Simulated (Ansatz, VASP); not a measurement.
## C: VASP beside Ansatz

INCAR

```
SYSTEM = C
PREC = Accurate
ENCUT = 520
EDIFF = 1E-7
ISMEAR = 0
SIGMA = 0.05
LREAL = .False.
LASPH = .True.
NELM = 100
ALGO = Normal
ISIF = 2
LWAVE = .False.
LCHARG = .False.
GGA = PE
NBANDS = 11
```

Contents of KPOINTS:

```
Automatic mesh
0
Gamma
  12 12 12
  0 0 0
```

The input POSCAR:

```
C
1.0
    0.0000000000      1.8710790917      1.7829512665
    1.8710790917      0.0000000000      1.7829512665
    1.8710790917      1.8710790917      0.0000000000
C
2
Direct
    0.5000000000      0.5000000000      0.5000000000
    0.7500000000      0.7500000000      0.7500000000
```

Input for Ansatz:

```yaml
crystal:
  lattice:
    - [0.0, 1.8710790917, 1.7829512665]
    - [1.8710790917, 0.0, 1.7829512665]
    - [1.8710790917, 1.8710790917, 0.0]
  atoms:
    - { symbol: C, position: [0.5, 0.5, 0.5] }
    - { symbol: C, position: [0.75, 0.75, 0.75] }
basis:
  ecutwfc: 520.0
kpoints:
  mp_grid: { grid: [12, 12, 12] }
hamiltonian:
  xc: pbe
  pseudopotentials: { kind: paw, azcp: { folder: soft_1 } }
scf:
  occupations: { method: gaussian, width: 0.05 }
output:
  forces: true
  stress: true
  eigenvalues: true
```

Alike in both runs: task single point; functional PBE; k mesh 12 × 12 × 12; occupations gaussian, width 0.05 eV; no spin polarisation.

|  | VASP | Ansatz |
| --- | --- | --- |
| version | VASP 6.6.1 | Ansatz 0.2.0 |
| potentials or method | VASP PAW PBE potentials, release 64 (C), cutoff 520 eV | scalar-relativistic, plane waves, PAW |
| valence electrons in the cell | 8 | 8 |

VASP gave:

* gap on the k mesh at the Fermi level (eV): 2.82
* least direct gap on the mesh (eV): 4.54

Q: Estimate Ansatz's values.

A: gap on the k mesh at the Fermi level (eV): 2.83; least direct gap on the mesh (eV): 4.54.
